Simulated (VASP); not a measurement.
# Al3GaN4 (P-43m) in VASP: notebook, part 2 of 2

VASP 6.6.1.

**3. Relaxation of the atoms, PBEsol (equal strain along all axes, cell held: -1.5 %)**

The input, INCAR:

```
SYSTEM = Al3GaN4
ALGO = Normal
EDIFF = 1E-6
EDIFFG = -0.008
ENCUT = 520
GGA = PS
IBRION = 2
ISIF = 2
ISMEAR = 0
LASPH = .True.
LCHARG = .False.
LREAL = .False.
LWAVE = .False.
NELM = 60
NSW = 60
PREC = Accurate
SIGMA = 0.02
```

The input, KPOINTS:

```
k-points
0
Gamma
  6 6 6
  0 0 0
```

The input, POSCAR:

```
Al3GaN4
1.0
    4.3408899230      0.0000000000      0.0000000000
    0.0000000000      4.3408899230      0.0000000000
    0.0000000000      0.0000000000      4.3408899230
Al Ga N
3 1 4
Direct
    0.5000000000      0.5000000000      0.0000000000
    0.5000000000      0.0000000000      0.5000000000
    0.0000000000      0.5000000000      0.5000000000
    0.0000000000      0.0000000000      0.0000000000
    0.7447077177      0.7447077177      0.2552922823
    0.7447077177      0.2552922823      0.7447077177
    0.2552922823      0.7447077177      0.7447077177
    0.2552922823      0.2552922823      0.2552922823
```

Potentials or basis: VASP PAW PBE potentials, release 64 (Al, Ga_d, N).

Run with:

```
cat potpaw_PBE.64/Al/POTCAR potpaw_PBE.64/Ga_d/POTCAR potpaw_PBE.64/N/POTCAR > POTCAR
mpirun -np 1 vasp_std > vasp.out
```

OUTCAR:

```text
SYSTEM = Al3GaN4
   EDIFF = 1E-6
   EDIFFG = -0.008
   ENCUT = 520
   GGA = PS
   IBRION = 2
   ISIF = 2
   ISMEAR = 0
   LASPH = .True.
   LREAL = .False.
   NELM = 60
   NSW = 60
   PREC = Accurate

 ion  position               nearest neighbor table
   1  0.500  0.500  0.000-   5 1.87   6 1.87   7 1.87   8 1.87   3 3.07   4 3.07   2 3.07   2 3.07
                             3 3.07   2 3.07   4 3.07   2 3.07   3 3.07   4 3.07   3 3.07   4 3.07
   2  0.500  0.000  0.500-   5 1.87   6 1.87   7 1.87   8 1.87   3 3.07   4 3.07   1 3.07   1 3.07
                             4 3.07   1 3.07   3 3.07   1 3.07   3 3.07   4 3.07   4 3.07   3 3.07
   3  0.000  0.500  0.500-   5 1.87   6 1.87   7 1.87   8 1.87   2 3.07   4 3.07   1 3.07   1 3.07
                             4 3.07   2 3.07   4 3.07   4 3.07   1 3.07   2 3.07   1 3.07   2 3.07
   4  0.000  0.000  0.000-   5 1.92   6 1.92   7 1.92   8 1.92   2 3.07   3 3.07   1 3.07   2 3.07
                             3 3.07   1 3.07   3 3.07   3 3.07   1 3.07   2 3.07   2 3.07   1 3.07
   5  0.745  0.745  0.255-   1 1.87   2 1.87   3 1.87   4 1.92
   6  0.745  0.255  0.745-   1 1.87   2 1.87   3 1.87   4 1.92
   7  0.255  0.745  0.745-   1 1.87   2 1.87   3 1.87   4 1.92
   8  0.255  0.255  0.255-   1 1.87   2 1.87   3 1.87   4 1.92

  LATTYP: Found a simple cubic cell.
 ALAT       =     4.3408899230

  Lattice vectors:

 A1 = (   4.3408899230,   0.0000000000,   0.0000000000)
 A2 = (   0.0000000000,   4.3408899230,   0.0000000000)
 A3 = (   0.0000000000,   0.0000000000,   4.3408899230)

Analysis of symmetry for initial positions (statically):
=====================================================================
 Subroutine PRICEL returns:
 Original cell was already a primitive cell.

 Routine SETGRP: Setting up the symmetry group for a
 simple cubic supercell.

 Subroutine GETGRP returns: Found 24 space group operations
 (whereof 24 operations were pure point group operations)
 out of a pool of 48 trial point group operations.

The static configuration has the point symmetry T_d .

[... 146 lines left out ...]
   AEXX    =    0.0000 exact exchange contribution
   IVDW    =     0    specifies the selected vdW correction
   LEPSILON=     F    determine dielectric tensor
   LRPA    =     F    only Hartree local field effects (RPA)
 conjugate gradient relaxation of ions
 non-spin polarized calculation
 Gauss-broadening in eV      SIGMA  =   0.02
  energy-cutoff  :      520.00
  volume of cell :       81.80
 maximum number of plane-waves:      2272
   NGX = 17   NGY = 17   NGZ = 17

 number of electron      42.0000022 magnetization

 Free energy of the ion-electron system (eV)
  ---------------------------------------------------
  ext. energy  EPLUGINS =         0.00000000
  ---------------------------------------------------
  free energy    TOTEN  =       -59.83751089 eV

  energy without entropy =      -59.83751089  energy(sigma->0) =      -59.83751089

 E-fermi :   6.1612     XC(G=0): -11.5400

 val. band max:        6.0684472679   @ k =   0.1667   0.1667   0.0000
 cond. band min:       9.4130876233   @ k =   0.0000   0.0000   0.0000
 fundamental gap:      3.3446403554
 Fermi energy:         6.1612357674

 k-point     1 :       0.0000    0.0000    0.0000
  band No.  band energies     occupation
      1      -9.3892      2.00000
      2      -7.4187      2.00000
      3      -7.4187      2.00000
      4      -7.4187      2.00000
      5      -6.5114      2.00000
      6      -6.5114      2.00000
[... 569 lines left out ...]
     25      13.3630      0.00000
     26      15.7632      0.00000

------------------------ aborting loop because EDIFF is reached ----------------------------------------

  FORCE on cell =-STRESS in cart. coord.  units (eV):
  Direction    XX          YY          ZZ          XY          YZ          ZX
  --------------------------------------------------------------------------------------
  -------------------------------------------------------------------------------------
  Total        5.0026936      5.0026936      5.0026936     -0.0000000      0.0000000     -0.0000000
  in kB       97.9891907     97.9891907     97.9891907     -0.0000000      0.0000000     -0.0000000
  external PRESSURE =      97.9891907 kB  Pullay stress =       0.0000000 kB

 VOLUME and BASIS-vectors are now :
 -----------------------------------------------------------------------------
  energy-cutoff  :      520.00
  volume of cell :       81.80
      direct lattice vectors                 reciprocal lattice vectors
     4.340889923  0.000000000  0.000000000     0.230367509  0.000000000  0.000000000
     0.000000000  4.340889923  0.000000000     0.000000000  0.230367509  0.000000000
     0.000000000  0.000000000  4.340889923     0.000000000  0.000000000  0.230367509

 POSITION                                       TOTAL-FORCE (eV/Angst)
 -----------------------------------------------------------------------------------
      2.17044      2.17044      0.00000         0.000000     -0.000000      0.000000
      2.17044      0.00000      2.17044         0.000000     -0.000000      0.000000
      0.00000      2.17044      2.17044         0.000000     -0.000000      0.000000
      0.00000      0.00000      0.00000         0.000000     -0.000000      0.000000
      3.23269      3.23269      1.10820         0.001333      0.001333     -0.001333
      3.23269      1.10820      3.23269         0.001333     -0.001333      0.001333
      1.10820      3.23269      3.23269        -0.001333      0.001333      0.001333
      1.10820      1.10820      1.10820        -0.001333     -0.001333     -0.001333
 -----------------------------------------------------------------------------------
    total drift:                               -0.000000     -0.000000      0.000000

  FREE ENERGIE OF THE ION-ELECTRON SYSTEM (eV)
  ---------------------------------------------------
  free  energy   TOTEN  =       -59.8375108924 eV

  energy  without entropy=      -59.8375108924  energy(sigma->0) =      -59.83751089

 reached required accuracy - stopping structural energy minimisation
```

It took 48 s on 1 thread of Intel Xeon 8259CL, shared host; peak memory 0.19 GiB.

Results:

* Free energy: -59.8375 eV
* Pressure after relaxing: 9.8 GPa
* Band gap on the k mesh: 3.34 eV, indirect (the least direct gap lies 4.1 meV higher)

Forces on the atoms (eV/Å):
```
Al   0.000  0.000  0.000
Al   0.000  0.000  0.000
Al   0.000  0.000  0.000
Ga   0.000  0.000  0.000
N    0.001  0.001 -0.001
N    0.001 -0.001  0.001
N   -0.001  0.001  0.001
N   -0.001 -0.001 -0.001
```

Final structure:
```cif
data_structure
_symmetry_space_group_name_H-M 'P 1'
_symmetry_Int_Tables_number 1
_cell_length_a 4.3409
_cell_length_b 4.3409
_cell_length_c 4.3409
_cell_angle_alpha 90.000
_cell_angle_beta 90.000
_cell_angle_gamma 90.000
_cell_volume 81.80
loop_
_atom_site_label
_atom_site_type_symbol
_atom_site_fract_x
_atom_site_fract_y
_atom_site_fract_z
_atom_site_occupancy
Al1 Al 0.50000 0.50000 0.00000 1
Al2 Al 0.50000 0.00000 0.50000 1
Al3 Al 0.00000 0.50000 0.50000 1
Ga1 Ga 0.00000 0.00000 0.00000 1
N1 N 0.74471 0.74471 0.25529 1
N2 N 0.74471 0.25529 0.74471 1
N3 N 0.25529 0.74471 0.74471 1
N4 N 0.25529 0.25529 0.25529 1
```

Caveat: the cell differs from its parent crystal (equal strain along all axes, cell held: -1.5 %); the relaxation stopped at its first step, so nothing moved; the PAW data sets were made with another functional, which shifts forces and pressure a little. A k mesh can miss the band edges.
